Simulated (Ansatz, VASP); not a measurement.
TiAl3: VASP beside Ansatz

```
Ti Al
1.0
    -1.90757    1.90757    4.27657
     1.90757   -1.90757    4.27657
     1.90757    1.90757   -4.27657
Ti Al
1 3
Direct
  0.00593 0.99555 0.98962
  0.48933 0.47906 0.98974
  0.75007 0.26441 0.51434
  0.25007 0.76441 0.51434
```

Change from the starting cell: mode 4 frozen in at -0.091 Å and mode 5 at -0.055 Å (largest displacements).

Alike in both runs: task single point; functional PBEsol; k mesh 14 × 14 × 14; occupations gaussian, width 0.15 eV; no spin polarisation.

|  | VASP | Ansatz |
| --- | --- | --- |
| version | VASP 6.6.1 | Ansatz 0.2.0 |
| potentials or method | VASP PAW PBE potentials, release 64 (Ti_sv, Al), cutoff 520 eV | scalar-relativistic, plane waves, PAW |
| valence electrons in the cell | 21 | 21 |

```csv
,VASP,Ansatz,Ansatz less VASP
gap on the k mesh at the Fermi level (eV),none,none,-
pressure (GPa),0.5,0.4,-0.15
"traceless stress, the component that is largest in VASP (GPa)",-0.18,-0.19,-0.009
rms of the force components (eV/Å),0.232,0.231,-0.0008
```

VASP's potentials were made for PBE, not for PBEsol, and Ansatz warns of the same on its side. Atom by atom the forces differ by 0.001 eV/Å (rms over components). A gap of «none» marks a metal or a gap that the smearing closes. With one functional, cell and mesh, what is left measures potentials, basis and numerics.
